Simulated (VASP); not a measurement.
# CaSe: single point with PBE

CaSe:

```
Ca Se
1.0
     3.62206    0.00000    0.00000
     0.00000    3.62206    0.00000
     0.00000    0.00000    3.63478
Ca Se
1 1
Cartesian
  0.0000 0.0000 0.0000
  1.8110 1.8110 1.8174
```

This cell differs from its parent crystal: biaxial xy strain -0.3%.

```
Program             : VASP 6.6.1
Task                : single point
Functional          : PBE
Potentials or basis : VASP PAW PBE potentials, release 64 (Ca_sv, Se)
Cutoff              : 520 eV
k mesh              : 8 × 8 × 8
Occupations         : fermi-dirac, width 0.02 eV
Spin                : no spin polarisation
```

```
Pressure               : 1.2 GPa
Band gap on the k mesh : 0.74 eV, direct
```

Stress tensor (GPa, compression positive):
```
1.38 0.00 0.00
0.00 1.38 0.00
0.00 0.00 0.83
```

Levels at points of the mesh, in eV from the valence-band top:
```
           k point  band 4  band 5  band 6  band 7  band 8  band 9  band 10  band 11  band 12  band 13
(0.00, 0.00, 0.00)  -22.25  -13.08   -0.91   -0.87   -0.87    1.05     1.06     2.12     4.38     4.38
(0.50, 0.00, 0.00)  -22.24  -12.33   -4.96   -1.10   -1.05    2.00     4.63     4.65     4.82     5.31
(0.50, 0.50, 0.00)  -22.22  -12.02   -3.59   -3.59   -0.03    0.75     2.91     3.14     3.14     5.38
(0.00, 0.00, 0.50)  -22.24  -12.34   -4.97   -1.06   -1.06    1.99     4.64     4.67     4.79     5.33
(0.50, 0.00, 0.50)  -22.22  -12.03   -3.60   -3.59    0.00    0.74     2.95     3.16     3.18     5.37
(0.50, 0.50, 0.50)  -22.37  -11.45   -3.75   -3.75   -3.74    3.85     3.85     3.85     5.44     5.45
```

Run time: 37 s on 1 thread of Intel(R) Xeon(R) Platinum 8375C CPU @ 2.90GHz (Ice Lake), with other jobs on the host, peak memory 0.19 GiB.

Caveat: the cell differs from its parent crystal (biaxial xy strain -0.3%). A k mesh can miss the band edges.
